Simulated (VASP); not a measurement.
Set up this calculation in VASP 6.6.1, as the native input.

* Task: electric field gradients
* Functional: PBEsol
* Potentials or basis: VASP PAW PBE potentials, release 64 (Hf_pv)
* Cutoff: 520 eV
* k mesh: 16 × 16 × 16
* Occupations: fermi-dirac, width 0.03 eV
* Spin: no spin polarisation
* Dipole correction: no
* Further INCAR settings: ALGO = Normal; EDIFF = 1e-08; NBANDS = 11

The structure of Hf lies in POSCAR:

```
Hf
1.0
    0.0000000000      2.2200000000      2.1978000000
    2.2200000000      0.0000000000      2.1978000000
    2.2200000000      2.2200000000      0.0000000000
Hf
1
Direct
    0.0000000000      0.0000000000      0.0000000000
```

This cell differs from its parent crystal: zz strain of -1 %.

These files were run (other wordings do the same):

INCAR

```
PREC = Accurate ; ENCUT = 520
EDIFF = 1E-8 ; ISMEAR = -1
SIGMA = 0.03 ; LREAL = F
LASPH = T ; NELM = 60
ALGO = Normal ; ISIF = 2
LWAVE = F ; LCHARG = F
GGA = PS ; LEFG = T
NBANDS = 11
```

KPOINTS

```
regular mesh
0
Gamma
  16 16 16
```

Potentials or basis: VASP PAW PBE potentials, release 64 (Hf_pv).

Run with:

```bash
$ cat potpaw_PBE.64/Hf_pv/POTCAR > POTCAR
$ mpirun -np 1 vasp_std > vasp.out
```

It gave:

```yaml
Pressure: -1.0 GPa
Band_gap_on_the_k_mesh: zero (bands 5 and 6 overlap by 1.78 eV)
Largest_electric_field_gradient_by_atom: Hf +10.0 V/Å²
```

Caveat: the cell differs from its parent crystal (zz strain of -1 %); without QUAD_EFG the Cq values of the log hold for a quadrupole moment of 1 mb, not for the nuclei; the PAW data sets were made with another functional, which shifts forces and pressure a little; spin-orbit coupling is left out, which moves the levels of the heavy elements.

It took 44 s on 1 thread of Intel(R) Xeon(R) Platinum 8259CL CPU @ 2.50GHz (Skylake/Cascade Lake), on a shared host, peak memory 0.21 GiB.
